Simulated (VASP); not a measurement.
Input of a VASP 6.6.1 run:

INCAR

```
SYSTEM = Ti
PREC     = Accurate       ! precision mode
ENCUT    = 600            ! plane-wave cutoff, eV
EDIFF    = 1E-6           ! SCF threshold, eV
ISMEAR   = -1             ! smearing method
SIGMA    = 0.1            ! smearing width, eV
LREAL    = .FALSE.        ! projectors in reciprocal space
LASPH    = .TRUE.         ! aspherical terms in the spheres
NELM     = 100            ! most SCF steps
ALGO     = Normal         ! electronic algorithm
ISIF     = 3              ! what is computed and relaxed
LWAVE    = .FALSE.        ! write WAVECAR
LCHARG   = .FALSE.        ! write CHGCAR
GGA      = PE             ! functional
IBRION   = 2              ! ionic algorithm
NSW      = 32             ! ionic steps
EDIFFG   = -0.005         ! ionic threshold
PSTRESS  = 680.0
```

Contents of KPOINTS:

```
Automatic mesh
0
G
  9 9 12
  0 0 0
```

POSCAR

```
Ti
1.0
    4.0729702050      0.0000000000      0.0000000000
   -2.0364851025      3.5272956664      0.0000000000
    0.0000000000      0.0000000000      2.5509530478
Ti
3
Direct
    0.0000000000      0.0000000000      0.0000000000
    0.3333333333      0.6666666667      0.5000000000
    0.6666666667      0.3333333333      0.5000000000
```

Potentials or basis: VASP PAW PBE potentials, release 64 (Ti_sv).

The run is started by

```console
$ cat potpaw_PBE.64/Ti_sv/POTCAR > POTCAR
$ mpirun -np 1 vasp_std > vasp.out
```

(1) What does it give for the space group after relaxing (to 0.1 Å)?

(2) Estimate the relaxed volume.

(3) Estimate the relaxed cell.

(4) Estimate the band gap on the k mesh.

Results:

(1) P6/mmm (No. 191).

(2) 12.18 Å³/atom.

(3) a = 4.070 Å, b = 4.070 Å, c = 2.547 Å, α = 90.00°, β = 90.00°, γ = 120.00°.

(4) zero (bands 18 and 19 overlap by 0.69 eV).

Caveat: the cell is relaxed towards a set pressure, so the run minimises the enthalpy, not the energy.
